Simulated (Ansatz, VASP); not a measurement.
# CdSe: VASP beside Ansatz

Contents of INCAR:

```
SYSTEM = CdSe
PREC = Accurate ; ENCUT = 520
EDIFF = 1E-6 ; ISMEAR = 0
SIGMA = 0.05 ; LREAL = .FALSE.
LASPH = .TRUE. ; NELM = 80
ALGO = Normal ; ISIF = 2
LWAVE = .FALSE. ; LCHARG = .FALSE.
GGA = PE ; NBANDS = 16
```

File KPOINTS:

```
regular mesh
0
G
  10 10 10
  0 0 0
```

Contents of POSCAR:

```
CdSe
1.0
    0.0000000000      2.9167576387      2.9167576387
    2.9167576387      0.0000000000      2.9167576387
    2.9167576387      2.9167576387      0.0000000000
Cd Se
1 1
Direct
    0.0000000000      0.0000000000      0.0000000000
    0.7500000000      0.7500000000      0.7500000000
```

Input for Ansatz:

```yaml
crystal:
  lattice:
    - [0.0, 2.9167576387, 2.9167576387]
    - [2.9167576387, 0.0, 2.9167576387]
    - [2.9167576387, 2.9167576387, 0.0]
  atoms:
    - { symbol: Cd, position: [0.0, 0.0, 0.0] }
    - { symbol: Se, position: [0.75, 0.75, 0.75] }
basis:
  ecutwfc: 420
kpoints:
  mp_grid: { grid: [10, 10, 10] }
hamiltonian:
  xc: pbe
scf:
  occupations: { method: gaussian, width: 0.05 }
output:
  forces: true
  stress: true
  eigenvalues: true
```

Change from the starting cell: strain -0.050 along x and y, -0.050 along z, atoms carried along.

Alike in both runs: task single point; functional PBE; k mesh 10 × 10 × 10; occupations gaussian, width 0.05 eV; no spin polarisation.

|  | VASP | Ansatz |
| --- | --- | --- |
| version | VASP 6.6.1 | Ansatz 0.2.0 |
| potentials or method | VASP PAW PBE potentials, release 64 (Cd, Se), cutoff 520 eV | scalar-relativistic, plane waves, PAW |
| valence electrons in the cell | 18 | 36 |

|  | VASP | Ansatz | Ansatz less VASP |
| --- | --- | --- | --- |
| gap on the k mesh at the Fermi level (eV) | 0.87 | 0.86 | -0.006 |
| least direct gap on the mesh (eV) | 0.87 | 0.86 | -0.006 |
| pressure (GPa) | 12.9 | 12.3 | -0.59 |

With one functional, cell and mesh, what is left measures potentials, basis and numerics. VASP's potentials hold 18 valence electrons a cell and Ansatz's 36, so a difference there can come from the potentials and not from the codes.
